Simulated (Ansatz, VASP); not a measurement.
**Cs3Sc in VASP and in Ansatz**

INCAR

```
PREC = Accurate
ENCUT = 520
EDIFF = 1E-7
ISMEAR = 0
SIGMA = 0.1
LREAL = F
LASPH = T
NELM = 100
ALGO = Normal
ISIF = 2
LWAVE = F
LCHARG = F
GGA = PE
NBANDS = 27
```

Contents of KPOINTS:

```
Automatic mesh
0
Gamma
  4 4 4
```

POSCAR

```
Cs3Sc
1.0
   -3.1991113600      3.1991113600      3.1991113600
    3.1991113600     -3.1991113600      3.1991113600
    3.1991113600      3.1991113600     -3.1991113600
Cs Sc
3 1
Direct
    0.0000000000      0.5000000000      0.5000000000
    0.5000000000      0.0000000000      0.5000000000
    0.5000000000      0.5000000000      0.0000000000
    0.0000000000      0.0000000000      0.0000000000
```

Input for Ansatz:

```yaml
crystal:
  lattice:
    - [-3.19911136, 3.19911136, 3.19911136]
    - [3.19911136, -3.19911136, 3.19911136]
    - [3.19911136, 3.19911136, -3.19911136]
  atoms:
    - { symbol: Cs, position: [0.0, 0.5, 0.5] }
    - { symbol: Cs, position: [0.5, 0.0, 0.5] }
    - { symbol: Cs, position: [0.5, 0.5, 0.0] }
    - { symbol: Sc, position: [0.0, 0.0, 0.0] }
basis:
  ecutwfc: 420
kpoints:
  mp_grid: { grid: [4, 4, 4] }
hamiltonian:
  xc: pbe
scf:
  occupations: { method: gaussian, width: 0.1 }
  lower_state_search: "off"
output:
  forces: true
  stress: true
  eigenvalues: true
```

Alike in both runs: task single point; functional PBE; k mesh 4 × 4 × 4; occupations gaussian, width 0.1 eV; no spin polarisation.

|  | VASP | Ansatz |
| --- | --- | --- |
| version | VASP 6.6.1 | Ansatz 0.2.0 |
| potentials or method | VASP PAW PBE potentials, release 64 (Cs_sv, Sc_sv), cutoff 520 eV | scalar-relativistic, plane waves, PAW |
| valence electrons in the cell | 38 | 38 |

Ansatz gave:

```
gap on the k mesh at the Fermi level (eV) : none
pressure (GPa)                            : 11.4
```

Question: Which values does VASP return?

Answer: gap on the k mesh at the Fermi level (eV): none; pressure (GPa): 11.9.

A gap of «none» marks a metal or a gap that the smearing closes. With one functional, cell and mesh, what is left measures potentials, basis and numerics.

Neither program's run includes spin-orbit coupling.
